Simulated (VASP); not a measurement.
Set up this calculation in VASP 6.6.1, as the native input.

| Property | Result |
| --- | --- |
| Task | single point |
| Functional | PBE |
| Dispersion | D3(BJ) |
| Potentials or basis | VASP PAW PBE potentials, release 64 (Zr_sv, Se, H) |
| Cutoff | 520 eV |
| k mesh | 6 × 6 × 4 |
| Occupations | gaussian, width 0.1 eV |
| Spin | no spin polarisation |
| Dipole correction | no |
| Further INCAR settings | ALGO = Normal; EDIFF = 1e-06; NBANDS = 20 |

The structure of ZrHSe2 lies in POSCAR:

```
ZrHSe2
1.0
    3.7997223223      0.0000000000      0.0000000000
   -1.8998611612      3.2906560584      0.0000000000
    0.0000000000      0.0000000000      5.4973744372
Zr Se H
1 2 1
Direct
    0.0000000000      0.0000000000      0.0000000000
    0.3333333333      0.6666666667      0.2843690543
    0.6666666667      0.3333333333      0.7156309457
    0.0000000000      0.0000000000      0.5000000000
```

One way to write it, as run:

INCAR

```
SYSTEM = ZrHSe2
PREC     = Accurate       ! precision mode
ENCUT    = 520            ! plane-wave cutoff, eV
EDIFF    = 1E-6           ! SCF threshold, eV
ISMEAR   = 0              ! smearing method
SIGMA    = 0.1            ! smearing width, eV
LREAL    = .FALSE.        ! projectors in reciprocal space
LASPH    = .TRUE.         ! aspherical terms in the spheres
NELM     = 60             ! most SCF steps
ALGO     = Normal         ! electronic algorithm
ISIF     = 2              ! what is computed and relaxed
LWAVE    = .FALSE.        ! write WAVECAR
LCHARG   = .TRUE.         ! write CHGCAR
GGA      = PE             ! functional
IVDW     = 12             ! dispersion correction
LELF     = .TRUE.         ! ELF
LVHAR    = .TRUE.       
NBANDS   = 20             ! bands
```

KPOINTS

```
Automatic mesh
0
G
  6 6 4
  0 0 0
```

Potentials or basis: VASP PAW PBE potentials, release 64 (Zr_sv, Se, H).

Run with:

```bash
$ cat potpaw_PBE.64/Zr_sv/POTCAR potpaw_PBE.64/Se/POTCAR potpaw_PBE.64/H/POTCAR > POTCAR
$ mpirun -np 1 vasp_std > vasp.out
```

Results of the run:

```json
{"Pressure": "0.1 GPa", "Largest force": "0.017 eV/Å", "Band gap on the k mesh": "zero (an odd number of electrons rules out a gap without spin polarisation)", "Dispersion energy per atom": "-0.380 eV"}
```

Caveat: an odd number of electrons without spin polarisation forces a metal; a magnetic or distorted state may lie lower.

It took 29 s on 1 thread of Intel(R) Xeon(R) Platinum 8259CL CPU @ 2.50GHz (Skylake/Cascade Lake) (shared host), peak memory 0.2 GiB.
